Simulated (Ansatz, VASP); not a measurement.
**BaO in VASP and in Ansatz**

```
Ba O
1.0
     3.88909    0.00000    0.00000
     1.94454    3.36805    0.00000
     1.94454    1.12268    3.17543
Ba O
1 1
Direct
  0.00000 0.00000 0.00000
  0.50000 0.50000 0.50000
```

Alike in both runs: task relaxation of cell and atoms; functional RPBE; k mesh 8 × 8 × 8; no spin polarisation.

|  | VASP | Ansatz |
| --- | --- | --- |
| version | VASP 6.6.1 | Ansatz 0.2.0 |
| potentials or method | VASP PAW PBE potentials, release 64 (Ba_sv, O) | plane waves, PAW |
| plane-wave cutoff (eV) | 600 | 420 |
| occupations | gaussian, width 0.01 eV | fixed |
| valence electrons in the cell | 16 | 16 |

```tsv
	VASP	Ansatz	Ansatz less VASP
relaxed volume (Å³/atom)	22.90	22.42	-0.482
relaxed cell length with the largest relative difference (Å)	4.016	3.988	-0.0284
```

VASP's potentials were made for PBE, not for RPBE.

Neither program's run includes spin-orbit coupling.
